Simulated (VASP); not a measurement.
Input of a VASP 6.6.1 run:

File INCAR:

```
PREC     = Accurate       # precision mode
ENCUT    = 520            # plane-wave cutoff, eV
EDIFF    = 1E-6           # SCF threshold, eV
ISMEAR   = 0              # smearing method
SIGMA    = 0.15           # smearing width, eV
LREAL    = F              # projectors in reciprocal space
LASPH    = T              # aspherical terms in the spheres
NELM     = 80             # most SCF steps
ALGO     = Normal         # electronic algorithm
ISIF     = 2              # what is computed and relaxed
LWAVE    = F              # write WAVECAR
LCHARG   = F              # write CHGCAR
GGA      = PS             # functional
NBANDS   = 12             # bands
```

The input KPOINTS:

```
Automatic mesh
0
Gamma
  20 20 20
```

POSCAR

```
Ag
1.0
    0.0000000000      2.0431000000      2.0431000000
    2.0431000000      0.0000000000      2.0431000000
    2.0431000000      2.0431000000      0.0000000000
Ag
1
Direct
    0.0000000000      0.0000000000      0.0000000000
```

Potentials or basis: VASP PAW PBE potentials, release 64 (Ag).

Run with:

```bash
$ cat potpaw_PBE.64/Ag/POTCAR > POTCAR
$ mpirun -np 1 vasp_std > vasp.out
```

Task: Estimate the pressure.

Result: -2.8 GPa.

Caveat: the PAW data sets were made with another functional, which shifts forces and pressure a little.
